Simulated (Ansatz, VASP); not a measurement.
# Na2N in VASP and in Ansatz

```
CELL_PARAMETERS angstrom
3.71376 0.00000 0.00000
-1.85688 3.21621 0.00000
0.00000 0.00000 5.51848
ATOMIC_POSITIONS crystal
Na 0.66667 0.33333 0.69894
Na 0.33333 0.66667 0.30106
N 0.00000 0.00000 0.50000
```

Change from the starting cell: species swapped into the Sc2C type (P-3m1, No. 164).

Alike in both runs: functional PBE; k mesh 12 × 12 × 8; occupations gaussian, width 0.1 eV; collinear spin.

Ansatz relaxed the structure, and its values are those at the end. VASP's run is a single point on that final structure, the one shown.

|  | VASP | Ansatz |
| --- | --- | --- |
| version | VASP 6.6.1 | Ansatz 0.2.0 |
| potentials or method | VASP PAW PBE potentials, release 64 (Na_pv, N), cutoff 520 eV | scalar-relativistic, plane waves, PAW |
| valence electrons in the cell | 19 | 23 |

Ansatz gave:

| Item | Value |
| --- | --- |
| gap on the k mesh at the Fermi level (eV) | none |
| pressure (GPa) | 0.0 |
| rms of the force components (eV/Å) | 0.004 |
| net moment per atom (μB) | 0.33 |
| size of the moment on the site where the two differ most (μB) | 0.97 |

**Question.** Estimate VASP's values.

**Answer.** gap on the k mesh at the Fermi level (eV): none; pressure (GPa): 0.1; rms of the force components (eV/Å): 0.008; net moment per atom (μB): 0.34; size of the moment on the site where the two differ most (μB): 0.74.

Site moments also hang on the region over which each program counts them. A gap of «none» marks a metal or a gap that the smearing closes. The functional is the same, so the differences come from potentials, cutoffs and numerics. VASP's potentials hold 19 valence electrons a cell and Ansatz's 23, so a difference there can come from the potentials and not from the codes.
